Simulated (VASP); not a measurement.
Here is a VASP 6.6.1 calculation.

The input INCAR:

```
SYSTEM = Li2Se
PREC     = Accurate       ! precision mode
ENCUT    = 750            ! plane-wave cutoff, eV
EDIFF    = 1E-6           ! SCF threshold, eV
ISMEAR   = -1             ! smearing method
SIGMA    = 0.05           ! smearing width, eV
LREAL    = .False.        ! projectors in reciprocal space
LASPH    = .True.         ! aspherical terms in the spheres
NELM     = 120            ! most SCF steps
ALGO     = Normal         ! electronic algorithm
ISIF     = 2              ! what is computed and relaxed
LWAVE    = .False.        ! write WAVECAR
LCHARG   = .False.        ! write CHGCAR
GGA      = PS             ! functional
NBANDS   = 13             ! bands
GGA_COMPAT= .False.
```

File KPOINTS:

```
regular mesh
0
Gamma
  12 12 12
  0 0 0
```

Contents of POSCAR:

```
Li2Se
1.0
    0.0000000000      2.9723716869      2.9723716869
    2.9723716869      0.0000000000      2.9723716869
    2.9723716869      2.9723716869      0.0000000000
Li Se
2 1
Direct
    0.2500000000      0.2500000000      0.2500000000
    0.7500000000      0.7500000000      0.7500000000
    0.0000000000      0.0000000000      0.0000000000
```

Potentials or basis: VASP PAW PBE potentials, release 64 (Li_sv, Se).

Command:

```bash
$ cat potpaw_PBE.64/Li_sv/POTCAR potpaw_PBE.64/Se/POTCAR > POTCAR
$ mpirun -np 1 vasp_std > vasp.out
```

Task: Predict the pressure.

Result: 0.0 GPa.

Task: Predict the band gap on the k mesh.

Result: 2.81 eV (least direct gap 3.36 eV).

Caveat: the PAW data sets were made with another functional, which shifts forces and pressure a little. A k mesh can miss the band edges.
